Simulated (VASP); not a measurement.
# ZrS2 (P-3m1) in VASP: notebook, part 2 of 2

VASP 6.6.1. Earlier steps stand in the parts before.

**3. Phonons, PBE+D3(BJ)**

This run uses another cell than the first one, of 17.50 Å³/atom.

Contents of INCAR:

```
SYSTEM = ZrS2
  PREC = Accurate
  ENCUT = 500
  EDIFF = 1E-8
  ISMEAR = -1
  SIGMA = 0.15
  LREAL = .FALSE.
  LASPH = .TRUE.
  NELM = 120
  ALGO = Normal
  ISIF = 2
  LWAVE = .FALSE.
  LCHARG = .FALSE.
  GGA = PE
  IVDW = 12
  NBANDS = 19
  IBRION = 6
  NFREE = 2
  POTIM = 0.015
  NSW = 1
  GGA_COMPAT = .FALSE.
```

Contents of KPOINTS:

```
regular mesh
0
G
  12 12 8
  0 0 0
```

Contents of POSCAR:

```
ZrS2
1.0
    3.4175725807      0.0000000000      0.0000000000
   -1.7087862903      2.9597046742      0.0000000000
    0.0000000000      0.0000000000      5.1909609527
Zr S
1 2
Direct
    0.0000000000      0.0000000000      0.0000000000
    0.3333333333      0.6666666667      0.2905922235
    0.6666666667      0.3333333333      0.7094077765
```

Potentials or basis: VASP PAW PBE potentials, release 64 (Zr_sv, S).

Command:

```console
cat potpaw_PBE.64/Zr_sv/POTCAR potpaw_PBE.64/S/POTCAR > POTCAR
mpirun -np 1 vasp_std > vasp.out
```

OUTCAR:

```text
SYSTEM = ZrS2
   PREC = Accurate
   ENCUT = 500
   EDIFF = 1E-8
   ISMEAR = -1
   LREAL = .FALSE.
   LASPH = .TRUE.
   NELM = 120
   ISIF = 2
   GGA = PE
   IVDW = 12
   IBRION = 6
   NFREE = 2
   POTIM = 0.015
   NSW = 1
 IVDW          = 12

 ion  position               nearest neighbor table
   1  0.000  0.000  0.000-   2 2.48   3 2.48   3 2.48   2 2.48   3 2.48   2 2.48
   2  0.333  0.667  0.291-   1 2.48   1 2.48   1 2.48
   3  0.667  0.333  0.709-   1 2.48   1 2.48   1 2.48

  LATTYP: Found a hexagonal cell.
 ALAT       =     3.4175725807
 C/A-ratio  =     1.5189029143

  Lattice vectors:

 A1 = (   3.4175725807,   0.0000000000,   0.0000000000)
 A2 = (  -1.7087862903,   2.9597046742,   0.0000000000)
 A3 = (   0.0000000000,   0.0000000000,   5.1909609527)

Analysis of symmetry for initial positions (statically):
[... 1048 lines left out ...]

 [... further k-points ...]

------------------------ aborting loop because EDIFF is reached ----------------------------------------

 Edisp (eV)   -1.38252

 E8    (eV) :    -0.5899
[... 26 lines left out ...]
  FREE ENERGIE OF THE ION-ELECTRON SYSTEM (eV)
  ---------------------------------------------------
  free  energy   TOTEN  =       -21.9547701879 eV

  energy  without entropy=      -21.9269556908  energy(sigma->0) =      -21.94086294

 INTERNAL STRAIN TENSORS FROM DISPLACED ATOMS
 ============================================

 INTERNAL STRAIN TENSOR FOR ION    1 for displacements in x,y,z  (eV/Angst):
          X           Y           Z          XY          YZ          ZX
  --------------------------------------------------------------------------------
  x     0.00000     0.00000     0.00000     0.00000     0.00000     0.00000
  y     0.00000     0.00000     0.00000     0.00000     0.00000     0.00000
  z     0.00000     0.00000     0.00000     0.00000     0.00000     0.00000

 INTERNAL STRAIN TENSOR FOR ION    3 for displacements in x,y,z  (eV/Angst):
          X           Y           Z          XY          YZ          ZX
  --------------------------------------------------------------------------------
  x    -0.00000     0.00000    -0.00000    -5.13318     0.00000    11.06682
  y    -5.13318     5.13318    -0.00000     0.00000    11.06682     0.00000
  z    12.39414    12.39414    13.45816     0.00000     0.00000    -0.00000

 Eigenvectors and eigenvalues of the dynamical matrix
 ----------------------------------------------------

   1 f  =   11.719699 THz    73.637041 2PiTHz  390.927082 cm-1    48.468759 meV
             X         Y         Z           dx          dy          dz
      0.000000  0.000000  0.000000     0.000000    0.000000   -0.000000
     -0.000000  1.973136  1.508453     0.000000    0.000000   -0.707107
      1.708786  0.986568  3.682508    -0.000000   -0.000000    0.707107
[... 43 lines left out ...]
   9 f/i=    0.000619 THz     0.003889 2PiTHz    0.020648 cm-1     0.002560 meV
             X         Y         Z           dx          dy          dz
      0.000000  0.000000  0.000000    -0.738503   -0.204225   -0.000000
     -0.000000  1.973136  1.508453    -0.437934   -0.121106   -0.000000
      1.708786  0.986568  3.682508    -0.437934   -0.121106   -0.000000

 ELASTIC MODULI CONTR FROM IONIC RELAXATION (kBar)
 Direction    XX          YY          ZZ          XY          YZ          ZX
 --------------------------------------------------------------------------------
 XX        -706.3550   -334.0754   -564.8749     -0.0000    401.3058      0.0000
 YY        -334.0754   -706.3550   -564.8749     -0.0000   -401.3058     -0.0000
 ZZ        -564.8749   -564.8749   -613.3686     -0.0000      0.0000     -0.0000
 XY          -0.0000     -0.0000     -0.0000   -186.1398     -0.0000    401.3058
 YZ         401.3058   -401.3058      0.0000     -0.0000   -865.1904     -0.0000
 ZX           0.0000     -0.0000     -0.0000    401.3058     -0.0000   -865.1903
 --------------------------------------------------------------------------------
```

stdout:

```text
POSCAR found type information on POSCAR ZrS
 POSCAR found :  2 types and       3 ions
 scaLAPACK will be used
 LDA part: xc-table for (Slater+PW92), standard interpolation
 POSCAR, INCAR and KPOINTS ok, starting setup
 FFT: planning ... GRIDC
 FFT: planning ... GRID_SOFT
 FFT: planning ... GRID
 WAVECAR not read
 entering main loop
 Found     4 degrees of freedom:
 Finite differences POTIM= 0.01500 DOF=   4
 bond charge predicted
 Finite differences progress:
 bond charge predicted
 Finite differences progress:
 bond charge predicted
 Finite differences progress:
 bond charge predicted
 Finite differences progress:
 bond charge predicted
 Finite differences progress:
 bond charge predicted
 Finite differences progress:
 bond charge predicted
 Finite differences progress:
 bond charge predicted
 Finite differences progress:
```

Wall time 9.8 min (1 thread of Intel Xeon 6975P-C (Granite Rapids), shared host); peak memory 0.85 GiB.

Results:

```
Highest phonon frequency at Γ, LO-TO splitting left out : 391 cm⁻¹
Dispersion energy per atom                              : -0.461 eV
```

Phonon frequencies in cm⁻¹ (negative: imaginary):
```
              q point                    frequencies
(0.000, 0.000, 0.000)  0 0 0 207 207 271 271 383 391
```

Caveat: the cell stands under pressure or tension, which shifts response properties.

**4. Phonons, PBE+D3(BJ) (21.38 Å³/atom)**

This run uses another cell than the first one, of 21.38 Å³/atom.

Contents of INCAR:

```
  PREC = Accurate
  ENCUT = 500
  EDIFF = 1E-8
  ISMEAR = 0
  SIGMA = 0.01
  LREAL = F
  LASPH = T
  NELM = 120
  ALGO = Normal
  ISIF = 2
  LWAVE = F
  LCHARG = F
  GGA = PE
  IVDW = 12
  NBANDS = 19
  IBRION = 6
  NFREE = 2
  POTIM = 0.015
  NSW = 1
  GGA_COMPAT = F
```

Contents of KPOINTS:

```
Automatic mesh
0
Gamma
  12 12 6
```

Contents of POSCAR:

```
ZrS2
1.0
    3.6214861725      0.0000000000      0.0000000000
   -1.8107430862      3.1362990249      0.0000000000
    0.0000000000      0.0000000000      5.6465022215
Zr S
1 2
Direct
    0.0000000000      0.0000000000      0.0000000000
    0.3333333333      0.6666666667      0.2591395621
    0.6666666667      0.3333333333      0.7408604379
```

Potentials or basis: VASP PAW PBE potentials, release 64 (Zr_sv, S).

Command:

```console
cat potpaw_PBE.64/Zr_sv/POTCAR potpaw_PBE.64/S/POTCAR > POTCAR
mpirun -np 1 vasp_std > vasp.out
```

OUTCAR:

```text
PREC = Accurate
   ENCUT = 500
   EDIFF = 1E-8
   ISMEAR = 0
   LREAL = F
   LASPH = T
   NELM = 120
   ISIF = 2
   GGA = PE
   IVDW = 12
   IBRION = 6
   NFREE = 2
   POTIM = 0.015
   NSW = 1
 IVDW          = 12

 ion  position               nearest neighbor table
   1  0.000  0.000  0.000-   2 2.55   3 2.55   3 2.55   2 2.55   3 2.55   2 2.55
   2  0.333  0.667  0.259-   1 2.55   1 2.55   1 2.55
   3  0.667  0.333  0.741-   1 2.55   1 2.55   1 2.55

[... 1107 lines left out ...]
  y     0.00000     0.00000     0.00000     0.00000     0.00000     0.00000
  z     0.00000     0.00000     0.00000     0.00000     0.00000     0.00000

 INTERNAL STRAIN TENSOR FOR ION    3 for displacements in x,y,z  (eV/Angst):
          X           Y           Z          XY          YZ          ZX
  --------------------------------------------------------------------------------
  x    -0.00000     0.00000    -0.00000    -3.67179     0.00000    10.27783
  y    -3.67179     3.67179     0.00000     0.00000    10.27783     0.00000
  z     9.98171     9.98171    14.87669     0.00000     0.00000    -0.00000

 Eigenvectors and eigenvalues of the dynamical matrix
 ----------------------------------------------------

   1 f  =    9.793209 THz    61.532549 2PiTHz  326.666302 cm-1    40.501441 meV
             X         Y         Z           dx          dy          dz
      0.000000  0.000000  0.000000    -0.000000   -0.000000   -0.642509
     -0.000000  2.090866  1.463232    -0.000000    0.000000    0.541840
      1.810743  1.045433  4.183270     0.000000    0.000000    0.541840
[... 43 lines left out ...]
   9 f/i=    0.001658 THz     0.010415 2PiTHz    0.055291 cm-1     0.006855 meV
             X         Y         Z           dx          dy          dz
      0.000000  0.000000  0.000000    -0.714164    0.277172    0.000000
     -0.000000  2.090866  1.463232    -0.423711    0.164445    0.000000
      1.810743  1.045433  4.183270    -0.423711    0.164445    0.000000

 ELASTIC MODULI CONTR FROM IONIC RELAXATION (kBar)
 Direction    XX          YY          ZZ          XY          YZ          ZX
 --------------------------------------------------------------------------------
 XX        -487.0510   -307.2070   -591.8794     -0.0000    251.7035      0.0000
 YY        -307.2070   -487.0510   -591.8794     -0.0000   -251.7035     -0.0000
 ZZ        -591.8794   -591.8794   -882.1345     -0.0000      0.0000     -0.0000
 XY          -0.0000     -0.0000     -0.0000    -89.9220     -0.0000    251.7035
 YZ         251.7035   -251.7035      0.0000     -0.0000   -704.5514     -0.0000
 ZX           0.0000     -0.0000     -0.0000    251.7035     -0.0000   -704.5511
 --------------------------------------------------------------------------------
```

Run time: 22 min. Hardware: 1 thread of Oxide Virtual Turin-like, shared host; peak memory 0.76 GiB.

Results:

```
Highest phonon frequency at Γ, LO-TO splitting left out : 327 cm⁻¹
Dispersion energy per atom                              : -0.372 eV
```

Phonon frequencies in cm⁻¹ (negative: imaginary):
```tsv
q point	frequencies
(0.000, 0.000, 0.000)	0 0 0 161 161 252 252 326 327
```
